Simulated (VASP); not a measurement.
Here is a VASP 6.6.1 calculation.

File INCAR:

```
SYSTEM = SiC
  PREC = Accurate
  ENCUT = 520
  EDIFF = 1E-6
  ISMEAR = 0
  SIGMA = 0.05
  LREAL = .False.
  LASPH = .True.
  NELM = 80
  ALGO = Normal
  ISIF = 2
  LWAVE = .False.
  LCHARG = .True.
  GGA = CA
  LELF = .True.
  LVHAR = .True.
  NBANDS = 16
```

KPOINTS

```
regular mesh
0
Gamma
  12 12 6
  0 0 0
```

POSCAR

```
SiC
1.0
    3.1423316029      0.0000000000      0.0000000000
   -1.5711658015      2.7213389952      0.0000000000
    0.0000000000      0.0000000000      4.7449207204
Si C
2 2
Direct
    0.3333333333      0.6666666667      0.0046041256
    0.6666666667      0.3333333333      0.5046041256
    0.3333333333      0.6666666667      0.4252507829
    0.6666666667      0.3333333333      0.9252507829
```

Potentials or basis: VASP PAW LDA potentials, release 64 (Si, C).

The run is started by

```bash
$ cat potpaw_LDA.64/Si/POTCAR potpaw_LDA.64/C/POTCAR > POTCAR
$ mpirun -np 1 vasp_std > vasp.out
```

Q: Estimate the band gap on the k mesh.

A: 0.52 eV, indirect (least direct gap 2.09 eV).

Q: Predict the largest force.

A: 1.953 eV/Å.

Q: What does it give for the pressure?

A: -1.5 GPa.

Forces in eV/Å, atoms in the order of the input:
```
Si   0.000  0.000  1.953
Si   0.000  0.000  1.953
C    0.000  0.000 -1.953
C    0.000  0.000 -1.953
```

Caveat: forces of over 1 eV/Å act on the atoms, so gaps and moduli don't describe the material at rest. A k mesh can miss the band edges.
